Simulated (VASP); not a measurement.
The system is VPt.

```
V Pt
1.0
     2.70283    0.00000    0.00000
     0.00000    2.70283    0.00000
     0.00000    0.00000    3.90882
V Pt
1 1
Cartesian
  1.3514 1.3514 1.9544
  0.0000 0.0000 0.0000
```

| Quantity | Value |
| --- | --- |
| Program | VASP 6.6.1 |
| Task | relaxation of cell and atoms |
| Functional | LDA |
| Potentials or basis | VASP PAW LDA potentials, release 64 (V_sv, Pt_sv_GW) |
| Cutoff | 500 eV |
| k mesh | 16 × 16 × 12 |
| Occupations | gaussian, width 0.1 eV |
| Spin | no spin polarisation |

At the start: pressure -15.5 GPa; volume 14.28 Å³/atom.

**Question.** Where does the relaxation end?

**Answer.** Over 9 steps the energy falls by 42.6 meV/atom and the volume is 13.45 Å³/atom (-5.8 %); space group P4/mmm (No. 123, to 0.1 Å) before and after.

The path:
```tsv
step	energy change (eV)	largest force (eV/Å)	pressure (GPa)	volume (Å³)
1	0.0000	0.0000	-15.51	28.56
2	0.5291	0.0000	61.20	23.21
3	-0.0849	0.0000	-1.00	26.98
4	-0.0851	0.0000	-0.20	26.91
5	-0.0851	0.0000	0.16	26.88
6	-0.0852	0.0000	-0.37	26.92
7	-0.0852	0.0000	-0.11	26.90
8	-0.0852	0.0000	0.08	26.89
9	-0.0852	0.0000	0.01	26.89
```

Final structure:
```yaml
crystal:
  lattice:
    - [2.65014, 0.00000, 0.00000]
    - [0.00000, 2.65014, 0.00000]
    - [0.00000, 0.00000, 3.82896]
  atoms:
    - { symbol: V, position: [0.50000, 0.50000, 0.50000] }
    - { symbol: Pt, position: [0.00000, 0.00000, 0.00000] }
```
